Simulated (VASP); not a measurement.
A run of VASP 6.6.1 is set up as follows.

INCAR

```
PREC = Accurate ; ENCUT = 520
EDIFF = 1E-7 ; ISMEAR = -1
SIGMA = 0.08 ; LREAL = F
LASPH = T ; NELM = 100
ALGO = Normal ; ISIF = 2
LWAVE = F ; LCHARG = F
GGA = PE ; NBANDS = 14
```

File KPOINTS:

```
Automatic mesh
0
Gamma
  12 12 12
```

POSCAR

```
Na
1.0
   -3.1037835967      3.1037835967      1.6779940702
    3.1037835967     -3.1037835967      1.6779940702
    3.1037835967      3.1037835967     -1.6779940702
Na
2
Direct
   -0.3750000000     -0.1250000000     -0.2500000000
    0.3750000000      0.1250000000      0.2500000000
```

Potentials or basis: VASP PAW PBE potentials, release 64 (Na_pv).

Command:

```sh
$ cat potpaw_PBE.64/Na_pv/POTCAR > POTCAR
$ mpirun -np 1 vasp_std > vasp.out
```

Estimate the pressure.

1.6 GPa.

Predict the band gap on the k mesh.

zero (bands 7 and 8 overlap by 3.07 eV).

Stress tensor (GPa, compression positive):
```
1.61 0.00 0.00
0.00 1.61 0.00
0.00 0.00 1.69
```
